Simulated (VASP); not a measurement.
**GaN: single point with PBE**

GaN:

```
CELL_PARAMETERS angstrom
0.00000 2.13524 2.13524
2.13524 0.00000 2.13524
2.13524 2.13524 0.00000
ATOMIC_POSITIONS crystal
Ga 0.00000 0.00000 0.00000
N 0.50234 0.50234 0.49766
```

```json
{"Program": "VASP 6.6.1", "Task": "single point", "Functional": "PBE", "Potentials or basis": "VASP PAW PBE potentials, release 64 (Ga_d, N)", "Cutoff": "600 eV", "k mesh": "13 × 13 × 13", "Occupations": "gaussian, width 0.05 eV", "Spin": "no spin polarisation", "Dipole correction": "no", "Further INCAR settings": "ALGO = Normal; EDIFF = 1e-06; NBANDS = 16"}
```

| Item | Value |
| --- | --- |
| Pressure | 0.2 GPa |
| Largest force | 0.019 eV/Å |
| Band gap on the k mesh | 0.52 eV (least direct gap 2.37 eV) |

Forces in eV/Å, atoms in the order of the input:
```
Ga   0.000  0.000  0.019
N    0.000  0.000 -0.019
```

Levels at points of the mesh, in eV from the valence-band top:
| k point | band 6 | band 7 | band 8 | band 9 | band 10 | band 11 | band 12 | band 13 |
| --- | --- | --- | --- | --- | --- | --- | --- | --- |
| (0.00, 0.00, 0.00) | -13.90 | -0.47 | -0.47 | -0.47 | 1.90 | 14.55 | 14.55 | 14.55 |

It took 30 s on 1 thread of Intel(R) Xeon(R) Platinum 8375C CPU @ 2.90GHz (Ice Lake), with other jobs on the host, peak memory 0.2 GiB.

Caveat: an odd mesh through Γ misses points on the zone boundary, where band edges can lie.
